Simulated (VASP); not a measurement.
# Re (C2/m) in VASP: notebook

Runs on Re. Level: PBE. Tasks: single point.

All numbers are computed with VASP 6.6.1; they aren't measurements. Logs are shortened: lines on timing, memory, paths and dates and some standing lists are left out, and cuts for length are marked.

## 1. The cell of the first run

The structure is monoclinic, space group C2/m (No. 12). The conventional cell has a = 4.806 Å, b = 2.775 Å, c = 4.484 Å, α = 90.00°, β = 90.00°, γ = 90.00°. Re (site symmetry m) has 9 Re at 2.35 to 2.77 Å within 3.1 Å.

## 2. Single point, PBE (mode 4 frozen in at -0.243 Å and mode 6 at -0.041 Å (largest displacements))

Input file INCAR:

```
SYSTEM = Re
PREC = Accurate ; ENCUT = 520
EDIFF = 1E-6 ; ISMEAR = 0
SIGMA = 0.15 ; LREAL = .FALSE.
LASPH = .TRUE. ; NELM = 100
ALGO = Fast ; ISIF = 2
LWAVE = .FALSE. ; LCHARG = .FALSE.
GGA = PE ; NBANDS = 14
```

Input file KPOINTS:

```
regular mesh
0
G
  18 18 10
  0 0 0
```

Input file POSCAR:

```
Re
1.0
    2.7748241524      0.0000000000      0.0000000000
   -1.3874120762      2.4030682070      0.0000000000
    0.0000000000      0.0000000000      4.4842238099
Re
2
Direct
    0.3248025726      0.6496051451      0.1958100197
    0.6751974274      0.3503948549      0.8041899803
```

Potentials or basis: VASP PAW PBE potentials, release 64 (Re).

Command:

```bash
> cat potpaw_PBE.64/Re/POTCAR > POTCAR
> mpirun -np 1 vasp_std > vasp.out
```

OUTCAR:

```text
SYSTEM = Re
   PREC = Accurate
   ENCUT = 520
   EDIFF = 1E-6
   ISMEAR = 0
   LREAL = .FALSE.
   LASPH = .TRUE.
   NELM = 100
   ISIF = 2
   GGA = PE

 ion  position               nearest neighbor table
   1  0.325  0.650  0.196-   2 2.35   2 2.35   2 2.43   2 3.14   2 3.14   2 3.21
   2  0.675  0.350  0.804-   1 2.35   1 2.35   1 2.43   1 3.14   1 3.14   1 3.21

  LATTYP: Found a hexagonal cell.
 ALAT       =     2.7748241524
 C/A-ratio  =     1.6160389140

  Lattice vectors:

 A1 = (   2.7748241524,   0.0000000000,   0.0000000000)
 A2 = (  -1.3874120762,   2.4030682070,   0.0000000000)
 A3 = (   0.0000000000,   0.0000000000,   4.4842238099)

Analysis of symmetry for initial positions (statically):
=====================================================================
 Subroutine PRICEL returns:
 Original cell was already a primitive cell.

 Routine SETGRP: Setting up the symmetry group for a
 hexagonal supercell.

 Subroutine GETGRP returns: Found  4 space group operations
 (whereof  4 operations were pure point group operations)
 out of a pool of 24 trial point group operations.

The static configuration has the point symmetry C_2h.

Analysis of symmetry for dynamics (positions and initial velocities):
=====================================================================
 Subroutine PRICEL returns:
 Original cell was already a primitive cell.

 Routine SETGRP: Setting up the symmetry group for a
 hexagonal supercell.

 Subroutine GETGRP returns: Found  4 space group operations
 (whereof  4 operations were pure point group operations)
 out of a pool of 24 trial point group operations.

The dynamic configuration has the point symmetry C_2h.

 Subroutine INISYM returns: Found  4 space group operations
 (whereof  4 operations are pure point group operations),
 and found     1 'primitive' translations

----------------------------------------------------------------------------------------

                                     Primitive cell

  volume of cell :      29.9012

  direct lattice vectors                    reciprocal lattice vectors
     2.774824152  0.000000000  0.000000000     0.360383197  0.208067336  0.000000000
    -1.387412076  2.403068207  0.000000000     0.000000000  0.416134672  0.000000000
     0.000000000  0.000000000  4.484223810     0.000000000  0.000000000  0.223004034

  length of vectors
     2.774824152  2.774824152  4.484223810     0.416134672  0.416134672  0.223004034

  position of ions in fractional coordinates (direct lattice)
     0.324802573  0.649605145  0.195810020
     0.675197427  0.350394855  0.804189980

  ion indices of the primitive-cell ions
   primitive index   ion index
                 1           1
                 2           2

----------------------------------------------------------------------------------------

 KPOINTS: regular mesh

Automatic generation of k-mesh.
 Grid dimensions read from file:
 generate k-points for:   18   18   10

 Generating k-lattice:

  Cartesian coordinates                     Fractional coordinates (reciprocal lattice)
     0.020021289  0.011559296  0.000000000     0.055555556  0.000000000  0.000000000
     0.000000000  0.023118593  0.000000000     0.000000000  0.055555556  0.000000000
     0.000000000  0.000000000  0.022300403     0.000000000  0.000000000  0.100000000

  Length of vectors
     0.023118593  0.023118593  0.022300403

  Shift w.r.t. Gamma in fractional coordinates (k-lattice)
     0.000000000  0.000000000  0.000000000

 Subroutine IBZKPT returns following result:
 ===========================================

 Found    866 irreducible k-points:

 Following reciprocal coordinates:
            Coordinates               Weight
  0.000000  0.000000  0.000000      1.000000
  0.055556  0.000000  0.000000      4.000000
  0.000000  0.055556  0.000000      2.000000
  0.111111  0.000000  0.000000      4.000000
  0.000000  0.111111  0.000000      2.000000
  0.166667  0.000000  0.000000      4.000000
[... 16 lines left out ...]
 -0.055556  0.166667  0.000000      4.000000
 -0.166667  0.111111  0.000000      4.000000
 [... further k-points ...]
   k-points           NKPTS =    866   k-points in BZ     NKDIM =    866   number of bands    NBANDS=     14
   number of dos      NEDOS =    301   number of ions     NIONS =      2
   total plane-waves  NPLWV =  20736
   dimension x,y,z NGX =    24 NGY =   24 NGZ =   36
   dimension x,y,z NGXF=    48 NGYF=   48 NGZF=   72
   ions per type =               2
   NGX,Y,Z   is equivalent  to a cutoff of  14.38, 14.38, 13.35 a.u.
   NGXF,Y,Z  is equivalent  to a cutoff of  28.76, 28.76, 26.69 a.u.
 SYSTEM =  Re
   PREC   = accura    normal or accurate (medium, high low for compatibility)
   ISTART =      0    job   : 0-new  1-cont  2-samecut
   ICHARG =      2    charge: 1-file 2-atom 10-const
   ISPIN  =      1    spin polarized calculation?
   LNONCOLLINEAR =      F non collinear calculations
   LSORBIT =      F    spin-orbit coupling
   LASPH  =      T    aspherical Exc in radial PAW
   ENCUT  =  520.0 eV  38.22 Ry    6.18 a.u.   5.16  5.16  8.34*2*pi/ulx,y,z
   NELM   =    100;   NELMIN=  2; NELMDL= -5     # of ELM steps
   EDIFF  = 0.1E-05   stopping-criterion for ELM
   LREAL  =      F    real-space projection
   EDIFFG = 0.1E-04   stopping-criterion for IOM
   NSW    =      0    number of steps for IOM
   IBRION =     -1    ionic relax: 0-MD 1-quasi-New 2-CG
   NFREE  =      0    steps in history (QN), initial steepest desc. (CG)
   ISIF   =      2    stress and relaxation
   ISYM   =      2    0-nonsym 1-usesym 2-fastsym
   POTIM  = 0.5000    time-step for ionic-motion
   TEBEG  =    0.0;   TEEND  =   0.0 temperature during run
   PSTRESS=    0.0 pullay stress
   NELECT =      14.0000    total number of electrons
   NUPDOWN=      -1.0000    fix difference up-down
   EMIN   =  10.00;   EMAX   =-10.00  energy-range for DOS
   EFERMI =   0.00;   METHOD = LEGACY
   ISMEAR =     0;   SIGMA  =   0.15  broadening in eV -4-tet -1-fermi 0-gaus
   EFERMI_NEDOS =   21; number of points for ismear=-14 and -15
   IALGO  =     68    algorithm
   IMIX   =      4    mixing-type and parameters
     AMIX     =   0.40;   BMIX     =  1.00
     AMIX_MAG =   1.60;   BMIX_MAG =  1.00
  volume/ion in A,a.u.               =      14.95       100.89
  Fermi-wavevector in a.u.,A,eV,Ry     =   1.271221  2.402260 21.987070  1.616004
  Thomas-Fermi vector in A             =   2.404166
   LORBIT       =      0    0 simple, 1 ext, 2 COOP (PROOUT), +10 PAW based schemes
   GGA     = PE    functional components
   LHFCALC =     F    Hartree Fock is set to
   AEXX    =    0.0000 exact exchange contribution
   IVDW    =     0    specifies the selected vdW correction
   LEPSILON=     F    determine dielectric tensor
   LRPA    =     F    only Hartree local field effects (RPA)
 non-spin polarized calculation
 RMM-DIIS sequential band-by-band and
 Gauss-broadening in eV      SIGMA  =   0.15
  energy-cutoff  :      520.00
  volume of cell :       29.90
 maximum number of plane-waves:       817
 NGX is ok and might be reduce to    24
   NGX = 11   NGY = 11   NGZ = 17

 number of electron      14.0000001 magnetization

 Free energy of the ion-electron system (eV)
  ---------------------------------------------------
  ext. energy  EPLUGINS =         0.00000000
  ---------------------------------------------------
  free energy    TOTEN  =       -23.39899305 eV

  energy without entropy =      -23.38248635  energy(sigma->0) =      -23.39073970

 E-fermi :   7.8926     XC(G=0): -13.4770

 val. band max:        7.8884025924   @ k =   0.5000   0.0000   0.1000
 cond. band min:       7.8933229958   @ k =  -0.2222   0.1111   0.0000
 fundamental gap:      0.0049204034
 Fermi energy:         7.8926084178

 k-point     1 :       0.0000    0.0000    0.0000
  band No.  band energies     occupation
      1      -1.9870      2.00000
      2       0.5255      2.00000
      3       5.0931      2.00000
      4       5.1733      2.00000
      5       5.2127      2.00000
      6       5.2863      2.00000
      7       6.1761      2.00000
      8       8.8316      0.00000
      9       9.2746      0.00000
     10      10.4349      0.00000
     11      11.6492      0.00000
     12      12.4385      0.00000
     13      14.6583      0.00000
     14      21.3054      0.00000

 k-point     2 :       0.0556    0.0000    0.0000
  band No.  band energies     occupation
      1      -1.8572      2.00000
      2       0.6419      2.00000
      3       4.8194      2.00000
      4       5.1736      2.00000
      5       5.2271      2.00000
      6       5.3572      2.00000
      7       6.3834      2.00000
      8       8.7224      0.00000
      9       9.2152      0.00000
     10       9.8519      0.00000
     11      11.8502      0.00000
     12      13.0273      0.00000
     13      14.7918      0.00000
     14      21.5869      0.00000

 k-point     3 :       0.0000    0.0556    0.0000
  band No.  band energies     occupation
      1      -1.8572      2.00000
      2       0.6315      2.00000
      3       4.8077      2.00000
      4       5.1722      2.00000
      5       5.2542      2.00000
      6       5.3474      2.00000
      7       6.3821      2.00000
      8       8.8335      0.00000
      9       9.0271      0.00000
     10       9.8471      0.00000
     11      12.4863      0.00000
     12      12.4913      0.00000
     13      14.7705      0.00000
     14      21.5972      0.00000

 k-point     4 :       0.1111    0.0000    0.0000
  band No.  band energies     occupation
      1      -1.4793      2.00000
      2       0.9697      2.00000
      3       4.2971      2.00000
      4       4.9701      2.00000
      5       5.3436      2.00000
      6       5.6649      2.00000
      7       6.7573      2.00000
      8       8.3144      0.00007
      9       9.1113      0.00000
     10       9.1236      0.00000
     11      12.1080      0.00000
     12      14.1611      0.00000
     13      15.1836      0.00000
     14      22.3728      0.00000

 k-point     5 :       0.0000    0.1111    0.0000
  band No.  band energies     occupation
      1      -1.4797      2.00000
      2       0.9249      2.00000
      3       4.2676      2.00000
      4       5.0947      2.00000
      5       5.2883      2.00000
      6       5.6274      2.00000
      7       6.7776      2.00000
      8       8.2372      0.00116
      9       8.8776      0.00000
     10       9.3846      0.00000
     11      12.6279      0.00000
[... 276 lines left out ...]
 k-point    22 :       0.1111    0.0556    0.0000
  band No.  band energies     occupation
      1      -1.1173      2.00000
      2       1.2419      2.00000
      3       3.9156      2.00000
      4       4.7518      2.00000
      5       5.4491      2.00000
      6       5.9824      2.00000
      7       6.9676      2.00000
      8       8.1083      0.04200
      9       8.4547      0.00000
     10       9.3227      0.00000
     11      12.4693      0.00000
     12      14.7710      0.00000
     13      15.5083      0.00000
     14      23.0875      0.00000

 k-point    23 :      -0.0556    0.1667    0.0000
  band No.  band energies     occupation
      1      -1.1183      2.00000
      2       1.2018      2.00000
      3       3.9047      2.00000
      4       4.8327      2.00000
      5       5.4283      2.00000
      6       5.9411      2.00000
      7       6.9741      2.00000
      8       7.9156      0.82821
      9       8.6300      0.00000
     10       9.3676      0.00000
     11      12.6331      0.00000
     12      14.7078      0.00000
     13      15.3799      0.00000
     14      23.1642      0.00000

 k-point    24 :      -0.1667    0.1111    0.0000
  band No.  band energies     occupation
      1      -1.1174      2.00000
      2       1.2840      2.00000
      3       3.9446      2.00000
      4       4.8068      2.00000
      5       5.4642      2.00000
      6       5.9041      2.00000
      7       6.8907      2.00000
      8       8.0768      0.08252
      9       8.5545      0.00000
     10       9.3840      0.00000
     11      12.0317      0.00000
     12      15.0958      0.00000
     13      15.5435      0.00000
     14      23.0330      0.00000

 [... further k-points ...]

------------------------ aborting loop because EDIFF is reached ----------------------------------------

  FORCE on cell =-STRESS in cart. coord.  units (eV):
  Direction    XX          YY          ZZ          XY          YZ          ZX
  --------------------------------------------------------------------------------------
  -------------------------------------------------------------------------------------
  Total        7.5570224      5.8685007      9.8177503      0.0000000      0.8118002      0.0000000
  in kB      404.9230027    314.4480425    526.0581124      0.0000000     43.4981600      0.0000000
  external PRESSURE =     415.1430526 kB  Pullay stress =       0.0000000 kB

 VOLUME and BASIS-vectors are now :
 -----------------------------------------------------------------------------
  energy-cutoff  :      520.00
  volume of cell :       29.90
      direct lattice vectors                 reciprocal lattice vectors
     2.774824152  0.000000000  0.000000000     0.360383197  0.208067336  0.000000000
    -1.387412076  2.403068207  0.000000000     0.000000000  0.416134672  0.000000000
     0.000000000  0.000000000  4.484223810     0.000000000  0.000000000  0.223004034

 POSITION                                       TOTAL-FORCE (eV/Angst)
 -----------------------------------------------------------------------------------
      0.00000      1.56105      0.87806         0.000000      0.666668      7.934609
      1.38741      0.84202      3.60617         0.000000     -0.666668     -7.934609
 -----------------------------------------------------------------------------------
    total drift:                               -0.000000      0.000000     -0.000000

  FREE ENERGIE OF THE ION-ELECTRON SYSTEM (eV)
  ---------------------------------------------------
  free  energy   TOTEN  =       -23.3989930508 eV

  energy  without entropy=      -23.3824863511  energy(sigma->0) =      -23.39073970
```

Run time: 3.6 min. Hardware: 1 thread of Intel Xeon Platinum 8488C (Sapphire Rapids), shared host; peak memory 0.42 GiB.

What came out:

```yaml
Free_energy: -23.3990 eV
Pressure: 41.5 GPa
Largest_force: 7.963 eV/Å
Band_gap_on_the_k_mesh: zero (band 7 reaches 9.58 eV, above the bottom of band 8 at 6.80 eV)
```

Forces in eV/Å, atoms in the order of the input:
```
Re   0.000  0.667  7.935
Re   0.000 -0.667 -7.935
```

Levels at points of the mesh, in eV from the Fermi level:
```
           k point  band 4  band 5  band 6  band 7  band 8  band 9  band 10  band 11
(0.00, 0.00, 0.00)   -2.72   -2.68   -2.61   -1.72    0.94    1.38     2.54     3.76
(0.50, 0.00, 0.00)   -2.81   -1.74   -1.35   -0.02    3.13    3.74     5.12     5.86
(0.00, 0.50, 0.00)   -3.02   -1.49   -1.04    0.37    3.45    3.54     5.35     5.41
(0.00, 0.00, 0.50)   -2.90   -2.89   -2.86   -2.78    0.70    1.71     2.25     3.94
(0.50, 0.00, 0.50)   -2.74   -1.86    0.86    1.35    2.22    2.49     3.22     4.61
(0.00, 0.50, 0.50)   -2.54   -2.29    0.89    1.01    2.27    2.51     3.53     4.46
```

Caveat: the cell differs from its parent crystal (mode 4 frozen in at -0.243 Å and mode 6 at -0.041 Å (largest displacements)); spin-orbit coupling is left out, which moves the levels of the heavy elements; forces of over 1 eV/Å act on the atoms, so gaps and moduli don't describe the material at rest.

(Continued in part 2 of 2.)
